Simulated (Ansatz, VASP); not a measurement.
One calculation of CO2, two programs

```
CELL_PARAMETERS angstrom
5.71322 0.00000 0.00000
0.00000 5.71322 0.00000
0.00000 0.00000 5.71322
ATOMIC_POSITIONS crystal
C 0.00000 0.00000 0.00000
C 0.50000 0.00000 0.50000
C 0.50000 0.50000 0.00000
C 0.00000 0.50000 0.50000
O 0.11812 0.11812 0.11812
O 0.38188 0.88188 0.61812
O 0.61812 0.38188 0.88188
O 0.88188 0.61812 0.38188
O 0.88188 0.88188 0.88188
O 0.61812 0.11812 0.38188
O 0.38188 0.61812 0.11812
O 0.11812 0.38188 0.61812
```

Alike in both runs: functional PBE; dispersion D3(BJ); k mesh 4 × 4 × 4; occupations gaussian, width 0.02 eV; no spin polarisation.

Ansatz relaxed the structure, and its values are those at the end. VASP's run is a single point on that final structure, the one shown.

|  | VASP | Ansatz |
| --- | --- | --- |
| version | VASP 6.6.1 | Ansatz 0.2.0 |
| potentials or method | VASP PAW PBE potentials, release 64 (C, O), cutoff 520 eV | scalar-relativistic, plane waves, PAW |
| valence electrons in the cell | 64 | 64 |

|  | VASP | Ansatz | Ansatz less VASP |
| --- | --- | --- | --- |
| gap on the k mesh at the Fermi level (eV) | 6.73 | 6.75 | +0.019 |
| least direct gap on the mesh (eV) | 6.73 | 6.75 | +0.019 |
| pressure (GPa) | 1.5 | 0.0 | -1.42 |
| rms of the force components (eV/Å) | 0.300 | 0.002 | -0.2978 |

One of these differences is far larger than is usual between the two programs; its cause wasn't traced.

Noted on VASP's run: the standard files for N, O and F lose accuracy on very short bonds.
